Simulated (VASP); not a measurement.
CdS, 2 atoms in the cell. The structure is cubic, space group Fm-3m (No. 225). The conventional cell has a = 5.506 Å, b = 5.506 Å, c = 5.506 Å, α = 90.00°, β = 90.00°, γ = 90.00°. Cd (site symmetry m-3m) has 6 S at 2.75 Å within 3.6 Å. Within 3.6 Å of S (site symmetry m-3m) lie 6 Cd at 2.75 Å. 

- Program: VASP 6.6.1
- Task: single point
- Functional: PBEsol
- Potentials or basis: VASP PAW PBE potentials, release 64 (Cd, S)
- Cutoff: 520 eV
- k mesh: 4 × 4 × 4
- Occupations: fermi-dirac, width 0.1 eV
- Spin: no spin polarisation
- Dipole correction: no
- Further INCAR settings: ALGO = Normal; EDIFF = 1e-07; NBANDS = 16

Potentials or basis: VASP PAW PBE potentials, release 64 (Cd, S).

Command:

```sh
$ cat potpaw_PBE.64/Cd/POTCAR potpaw_PBE.64/S/POTCAR > POTCAR
$ mpirun -np 1 vasp_std > vasp.out
```

Hardware: 1 thread of Intel(R) Xeon(R) Platinum 8488C (Sapphire Rapids) (shared host).

Estimate the wall time of this run.

Wall time 12 s on 1 thread of Intel(R) Xeon(R) Platinum 8488C (Sapphire Rapids) (shared host), peak memory 0.16 GiB. Counts: scf iterations 14, k points 8.
